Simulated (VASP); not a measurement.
# Cu (Fm-3m) in VASP: further runs

Cu is run at these levels: LDA, PBEsol; tasks: single point.

All numbers are computed with VASP 6.6.1; they aren't measurements. Logs are shortened: lines on timing, memory, paths and dates and some standing lists are left out, and cuts for length are marked.

**1. The cell of the first run**

Symmetry: Fm-3m, No. 225, cubic system. The conventional cell has a = 3.518 Å, b = 3.518 Å, c = 3.518 Å, α = 90.00°, β = 90.00°, γ = 90.00°. Cu (site symmetry m-3m) has 12 Cu at 2.49 Å within 3.3 Å.

**2. Single point, LDA**

The input, INCAR:

```
PREC     = Accurate       # precision mode
ENCUT    = 520            # plane-wave cutoff, eV
EDIFF    = 1E-6           # SCF threshold, eV
ISMEAR   = 1              # smearing method
SIGMA    = 0.1            # smearing width, eV
LREAL    = F              # projectors in reciprocal space
LASPH    = T              # aspherical terms in the spheres
NELM     = 100            # most SCF steps
ALGO     = Normal         # electronic algorithm
ISIF     = 2              # what is computed and relaxed
LWAVE    = F              # write WAVECAR
LCHARG   = T              # write CHGCAR
GGA      = CA             # functional
LELF     = T              # ELF
LVHAR    = T            
NBANDS   = 12             # bands
```

The input, KPOINTS:

```
regular mesh
0
Gamma
  39 39 39
```

The input, POSCAR:

```
Cu
1.0
    0.0000000000      1.7589818850      1.7589818850
    1.7589818850      0.0000000000      1.7589818850
    1.7589818850      1.7589818850      0.0000000000
Cu
1
Direct
    0.0000000000      0.0000000000      0.0000000000
```

Potentials or basis: VASP PAW LDA potentials, release 64 (Cu).

On the command line:

```sh
cat potpaw_LDA.64/Cu/POTCAR > POTCAR
mpirun -np 1 vasp_std > vasp.out
```

OUTCAR:

```text
PREC = Accurate
   ENCUT = 520
   EDIFF = 1E-6
   ISMEAR = 1
   LREAL = F
   LASPH = T
   NELM = 100
   ISIF = 2
   GGA = CA

 ion  position               nearest neighbor table
   1  0.000  0.000  0.000-

  LATTYP: Found a face centered cubic cell.
 ALAT       =     3.5179637700

  Lattice vectors:

 A1 = (   0.0000000000,   1.7589818850,   1.7589818850)
 A2 = (   1.7589818850,   0.0000000000,   1.7589818850)
 A3 = (   1.7589818850,   1.7589818850,   0.0000000000)

Analysis of symmetry for initial positions (statically):
=====================================================================
 Subroutine PRICEL returns:
 Original cell was already a primitive cell.

 Routine SETGRP: Setting up the symmetry group for a
 face centered cubic supercell.

 Subroutine GETGRP returns: Found 48 space group operations
 (whereof 48 operations were pure point group operations)
 out of a pool of 48 trial point group operations.

The static configuration has the point symmetry O_h .

Analysis of symmetry for dynamics (positions and initial velocities):
=====================================================================
 Subroutine PRICEL returns:
 Original cell was already a primitive cell.

 Routine SETGRP: Setting up the symmetry group for a
 face centered cubic supercell.

 Subroutine GETGRP returns: Found 48 space group operations
 (whereof 48 operations were pure point group operations)
 out of a pool of 48 trial point group operations.

The dynamic configuration has the point symmetry O_h .

 Subroutine INISYM returns: Found 48 space group operations
 (whereof 48 operations are pure point group operations),
 and found     1 'primitive' translations

----------------------------------------------------------------------------------------

                                     Primitive cell

  volume of cell :      10.8846

  direct lattice vectors                    reciprocal lattice vectors
     0.000000000  1.758981885  1.758981885    -0.284255344  0.284255344  0.284255344
     1.758981885  0.000000000  1.758981885     0.284255344 -0.284255344  0.284255344
     1.758981885  1.758981885  0.000000000     0.284255344  0.284255344 -0.284255344

  length of vectors
     2.487576038  2.487576038  2.487576038     0.492344697  0.492344697  0.492344697

  position of ions in fractional coordinates (direct lattice)
     0.000000000  0.000000000  0.000000000

  ion indices of the primitive-cell ions
   primitive index   ion index
                 1           1

----------------------------------------------------------------------------------------

 KPOINTS: regular mesh

Automatic generation of k-mesh.
 Grid dimensions read from file:
 generate k-points for:   39   39   39

 Generating k-lattice:

  Cartesian coordinates                     Fractional coordinates (reciprocal lattice)
    -0.007288599  0.007288599  0.007288599     0.025641026  0.000000000  0.000000000
     0.007288599 -0.007288599  0.007288599     0.000000000  0.025641026  0.000000000
     0.007288599  0.007288599 -0.007288599     0.000000000  0.000000000  0.025641026

  Length of vectors
     0.012624223  0.012624223  0.012624223

  Shift w.r.t. Gamma in fractional coordinates (k-lattice)
     0.000000000  0.000000000  0.000000000

 Subroutine IBZKPT returns following result:
 ===========================================

 Found   1540 irreducible k-points:

 Following reciprocal coordinates:
            Coordinates               Weight
  0.000000  0.000000  0.000000      1.000000
  0.025641  0.000000  0.000000      8.000000
  0.051282  0.000000  0.000000      8.000000
  0.076923  0.000000  0.000000      8.000000
  0.102564  0.000000  0.000000      8.000000
  0.128205  0.000000  0.000000      8.000000
[... 16 lines left out ...]
  0.076923  0.025641  0.000000     24.000000
  0.102564  0.025641  0.000000     24.000000
 [... further k-points ...]
   k-points           NKPTS =   1540   k-points in BZ     NKDIM =   1540   number of bands    NBANDS=     12
   number of dos      NEDOS =    301   number of ions     NIONS =      1
   total plane-waves  NPLWV =   8000
   dimension x,y,z NGX =    20 NGY =   20 NGZ =   20
   dimension x,y,z NGXF=    40 NGYF=   40 NGZF=   40
   ions per type =               1
   NGX,Y,Z   is equivalent  to a cutoff of  13.37, 13.37, 13.37 a.u.
   NGXF,Y,Z  is equivalent  to a cutoff of  26.73, 26.73, 26.73 a.u.
 SYSTEM =  unknown system
   PREC   = accura    normal or accurate (medium, high low for compatibility)
   ISTART =      0    job   : 0-new  1-cont  2-samecut
   ICHARG =      2    charge: 1-file 2-atom 10-const
   ISPIN  =      1    spin polarized calculation?
   LNONCOLLINEAR =      F non collinear calculations
   LSORBIT =      F    spin-orbit coupling
   LASPH  =      T    aspherical Exc in radial PAW
   ENCUT  =  520.0 eV  38.22 Ry    6.18 a.u.   4.63  4.63  4.63*2*pi/ulx,y,z
   NELM   =    100;   NELMIN=  2; NELMDL= -5     # of ELM steps
   EDIFF  = 0.1E-05   stopping-criterion for ELM
   LREAL  =      F    real-space projection
   EDIFFG = 0.1E-04   stopping-criterion for IOM
   NSW    =      0    number of steps for IOM
   IBRION =     -1    ionic relax: 0-MD 1-quasi-New 2-CG
   NFREE  =      0    steps in history (QN), initial steepest desc. (CG)
   ISIF   =      2    stress and relaxation
   ISYM   =      2    0-nonsym 1-usesym 2-fastsym
   POTIM  = 0.5000    time-step for ionic-motion
   TEBEG  =    0.0;   TEEND  =   0.0 temperature during run
   PSTRESS=    0.0 pullay stress
   NELECT =      11.0000    total number of electrons
   NUPDOWN=      -1.0000    fix difference up-down
   EMIN   =  10.00;   EMAX   =-10.00  energy-range for DOS
   EFERMI =   0.00;   METHOD = LEGACY
   ISMEAR =     1;   SIGMA  =   0.10  broadening in eV -4-tet -1-fermi 0-gaus
   EFERMI_NEDOS =   21; number of points for ismear=-14 and -15
   IALGO  =     38    algorithm
   IMIX   =      4    mixing-type and parameters
     AMIX     =   0.40;   BMIX     =  1.00
     AMIX_MAG =   1.60;   BMIX_MAG =  1.00
  volume/ion in A,a.u.               =      10.88        73.45
  Fermi-wavevector in a.u.,A,eV,Ry     =   1.642862  3.104559 36.722054  2.698995
  Thomas-Fermi vector in A             =   2.733093
   LORBIT       =      0    0 simple, 1 ext, 2 COOP (PROOUT), +10 PAW based schemes
   GGA     = CA    functional components
   LHFCALC =     F    Hartree Fock is set to
   AEXX    =    0.0000 exact exchange contribution
   IVDW    =     0    specifies the selected vdW correction
   LEPSILON=     F    determine dielectric tensor
   LRPA    =     F    only Hartree local field effects (RPA)
 non-spin polarized calculation
 Methfessel and Paxton  Order N= 1 SIGMA  =   0.10
  energy-cutoff  :      520.00
  volume of cell :       10.88
 maximum number of plane-waves:       306
   NGX =  9   NGY =  9   NGZ =  9

 number of electron      10.9999998 magnetization

 Free energy of the ion-electron system (eV)
  ---------------------------------------------------
  ext. energy  EPLUGINS =         0.00000000
  ---------------------------------------------------
  free energy    TOTEN  =        -4.70747500 eV

  energy without entropy =       -4.70745402  energy(sigma->0) =       -4.70746801

 E-fermi :   8.4205     XC(G=0): -13.5865

 val. band max:        8.4140534316   @ k =   0.4615   0.2308   0.0000
 cond. band min:       8.4245002549   @ k =   0.4615   0.3590   0.0256
 fundamental gap:      0.0104468233
 Fermi energy:         8.4204578243

 k-point     1 :       0.0000    0.0000    0.0000
  band No.  band energies     occupation
      1      -1.5800      2.00000
      2       5.0711      2.00000
      3       5.0711      2.00000
      4       5.0711      2.00000
      5       6.0215      2.00000
      6       6.0215      2.00000
      7      31.7310      0.00000
      8      34.8542      0.00000
      9      34.8542      0.00000
     10      34.8542      0.00000
     11      37.4728      0.00000
     12      37.4728      0.00000

 k-point     2 :       0.0256    0.0000    0.0000
  band No.  band energies     occupation
      1      -1.5546      2.00000
      2       5.0651      2.00000
      3       5.0764      2.00000
      4       5.0764      2.00000
      5       6.0193      2.00000
      6       6.0193      2.00000
      7      31.6392      0.00000
      8      34.3408      0.00000
      9      34.7645      0.00000
     10      34.7645      0.00000
     11      37.5969      0.00000
     12      37.5969      0.00000

 k-point     3 :       0.0513    0.0000    0.0000
  band No.  band energies     occupation
      1      -1.4783      2.00000
      2       5.0475      2.00000
      3       5.0919      2.00000
      4       5.0919      2.00000
      5       6.0129      2.00000
      6       6.0129      2.00000
      7      31.2709      0.00000
      8      33.4907      0.00000
      9      34.5362      0.00000
     10      34.5362      0.00000
     11      37.9262      0.00000
     12      37.9262      0.00000

 k-point     4 :       0.0769    0.0000    0.0000
  band No.  band energies     occupation
      1      -1.3519      2.00000
      2       5.0194      2.00000
      3       5.1163      2.00000
      4       5.1163      2.00000
      5       6.0038      2.00000
      6       6.0038      2.00000
      7      30.4477      0.00000
      8      32.9270      0.00000
      9      34.2395      0.00000
     10      34.2395      0.00000
     11      38.3828      0.00000
     12      38.3828      0.00000

 k-point     5 :       0.1026    0.0000    0.0000
  band No.  band energies     occupation
      1      -1.1763      2.00000
      2       4.9825      2.00000
      3       5.1474      2.00000
      4       5.1474      2.00000
      5       5.9940      2.00000
      6       5.9940      2.00000
      7      29.2676      0.00000
      8      32.6613      0.00000
      9      33.9219      0.00000
     10      33.9219      0.00000
     11      38.8998      0.00000
     12      38.8999      0.00000
[... 228 lines left out ...]
      1      -1.5461      2.00000
      2       5.0601      2.00000
      3       5.0797      2.00000
      4       5.0797      2.00000
      5       6.0115      2.00000
      6       6.0254      2.00000
      7      31.6221      0.00000
      8      34.4459      0.00000
      9      34.4459      0.00000
     10      34.7017      0.00000
     11      37.6542      0.00000
     12      37.8902      0.00000

 k-point    22 :       0.0513    0.0256    0.0000
  band No.  band energies     occupation
      1      -1.4867      2.00000
      2       5.0447      2.00000
      3       5.0921      2.00000
      4       5.0933      2.00000
      5       5.9995      2.00000
      6       6.0274      2.00000
      7      31.3901      0.00000
      8      33.6678      0.00000
      9      34.0684      0.00000
     10      34.7551      0.00000
     11      37.7004      0.00000
     12      38.3100      0.00000

 k-point    23 :       0.0769    0.0256    0.0000
  band No.  band energies     occupation
      1      -1.3771      2.00000
      2       5.0197      2.00000
      3       5.1131      2.00000
      4       5.1161      2.00000
      5       5.9842      2.00000
      6       6.0259      2.00000
      7      30.7622      0.00000
      8      32.9308      0.00000
      9      33.6771      0.00000
     10      34.7829      0.00000
     11      37.8178      0.00000
     12      38.8039      0.00000

 k-point    24 :       0.1026    0.0256    0.0000
  band No.  band energies     occupation
      1      -1.2179      2.00000
      2       4.9855      2.00000
      3       5.1416      2.00000
      4       5.1459      2.00000
      5       5.9675      2.00000
      6       6.0230      2.00000
      7      29.6938      0.00000
      8      32.5354      0.00000
      9      33.2950      0.00000
     10      34.7259      0.00000
     11      38.0159      0.00000
     12      39.3327      0.00000

 [... further k-points ...]

------------------------ aborting loop because EDIFF is reached ----------------------------------------

  FORCE on cell =-STRESS in cart. coord.  units (eV):
  Direction    XX          YY          ZZ          XY          YZ          ZX
  --------------------------------------------------------------------------------------
  -------------------------------------------------------------------------------------
  Total        0.0620786      0.0620786      0.0620786     -0.0000000     -0.0000000      0.0000000
  in kB        9.1377316      9.1377316      9.1377316     -0.0000000     -0.0000000      0.0000000
  external PRESSURE =       9.1377316 kB  Pullay stress =       0.0000000 kB

 VOLUME and BASIS-vectors are now :
 -----------------------------------------------------------------------------
  energy-cutoff  :      520.00
  volume of cell :       10.88
      direct lattice vectors                 reciprocal lattice vectors
     0.000000000  1.758981885  1.758981885    -0.284255344  0.284255344  0.284255344
     1.758981885  0.000000000  1.758981885     0.284255344 -0.284255344  0.284255344
     1.758981885  1.758981885  0.000000000     0.284255344  0.284255344 -0.284255344

 POSITION                                       TOTAL-FORCE (eV/Angst)
 -----------------------------------------------------------------------------------
      0.00000      0.00000      0.00000         0.000000      0.000000      0.000000
 -----------------------------------------------------------------------------------
    total drift:                                0.000000      0.000000      0.000000

  FREE ENERGIE OF THE ION-ELECTRON SYSTEM (eV)
  ---------------------------------------------------
  free  energy   TOTEN  =        -4.7074750036 eV

  energy  without entropy=       -4.7074540215  energy(sigma->0) =       -4.70746801
```

It took 4.6 min on 1 thread of Intel Xeon 8259CL, shared host; peak memory 0.3 GiB.

Results:

| Property | Result |
| --- | --- |
| Free energy | -4.7075 eV |
| Pressure | 0.9 GPa |
| Band gap on the k mesh | zero (an odd number of electrons rules out a gap without spin polarisation) |

**3. Single point, PBEsol**

This run uses another cell than the first one, of 11.76 Å³/atom.

The input, INCAR:

```
PREC = Accurate ; ENCUT = 520
EDIFF = 1E-7 ; ISMEAR = 1
SIGMA = 0.1 ; LREAL = F
LASPH = T ; NELM = 80
ALGO = Normal ; ISIF = 2
LWAVE = F ; LCHARG = F
GGA = PS ; NBANDS = 12
```

The input, KPOINTS:

```
regular mesh
0
Gamma
  38 38 38
```

The input, POSCAR:

```
Cu
1.0
    0.0000000000      1.8050000000      1.8050000000
    1.8050000000      0.0000000000      1.8050000000
    1.8050000000      1.8050000000      0.0000000000
Cu
1
Direct
    0.0000000000      0.0000000000      0.0000000000
```

Potentials or basis: VASP PAW PBE potentials, release 64 (Cu).

On the command line:

```sh
cat potpaw_PBE.64/Cu/POTCAR > POTCAR
mpirun -np 1 vasp_std > vasp.out
```

Wall time 3.8 min (1 thread of Intel Xeon 8259CL, shared host); peak memory 0.3 GiB.

It converged, with:

| Item | Value |
| --- | --- |
| Free energy | -4.3019 eV |
| Pressure | -5.3 GPa |
| Band gap on the k mesh | zero (an odd number of electrons rules out a gap without spin polarisation) |

Levels at points of the mesh, in eV from the Fermi level:
```tsv
k point	band 3	band 4	band 5	band 6	band 7	band 8	band 9	band 10
(0.00, 0.00, 0.00)	-3.06	-3.06	-2.22	-2.22	22.60	25.24	25.24	25.24
(0.50, 0.00, 0.00)	-3.09	-1.65	-1.65	-1.07	3.74	21.09	22.06	22.06
(0.50, 0.50, 0.00)	-1.67	-1.51	-1.51	1.43	7.10	13.04	13.04	17.57
```

Caveat: the cell stands under tension; the PAW data sets were made with another functional, which shifts forces and pressure a little.
